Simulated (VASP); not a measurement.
A run of VASP 6.6.1:

File INCAR:

```
ALGO     = Normal         # electronic algorithm
EDIFF    = 1E-7           # SCF threshold, eV
ENCUT    = 520            # plane-wave cutoff, eV
ISIF     = 2              # what is computed and relaxed
ISMEAR   = -1             # smearing method
LASPH    = True           # aspherical terms in the spheres
LCHARG   = True           # write CHGCAR
LELF     = True           # ELF
LREAL    = False          # projectors in reciprocal space
LVHAR    = True         
LWAVE    = False          # write WAVECAR
NBANDS   = 12             # bands
NELM     = 100            # most SCF steps
PREC     = Accurate       # precision mode
SIGMA    = 0.03           # smearing width, eV
```

The input KPOINTS:

```
k-points
0
Gamma
  10 10 10
```

POSCAR

```
LiF
1.0
   -0.0402800000      1.9938600000      1.9938600000
    1.9938600000     -0.0402800000      1.9938600000
    1.9938600000      1.9938600000     -0.0402800000
Li F
1 1
Direct
    0.0000000000      0.0000000000      0.0000000000
    0.5000000000      0.5000000000      0.5000000000
```

Potentials or basis: VASP PAW LDA potentials, release 64 (Li_sv, F).

The run is started by

```console
$ cat potpaw_LDA.64/Li_sv/POTCAR potpaw_LDA.64/F/POTCAR > POTCAR
$ mpirun -np 1 vasp_std > vasp.out
```

Hardware: 1 thread of AMD EPYC 7R13 Processor (Zen 3) (shared host).

Q: How long does it take, and how much memory?

A: It took 19 s on 1 thread of AMD EPYC 7R13 Processor (Zen 3) (shared host), peak memory 0.1 GiB. Counts: scf iterations 12, k points 116.
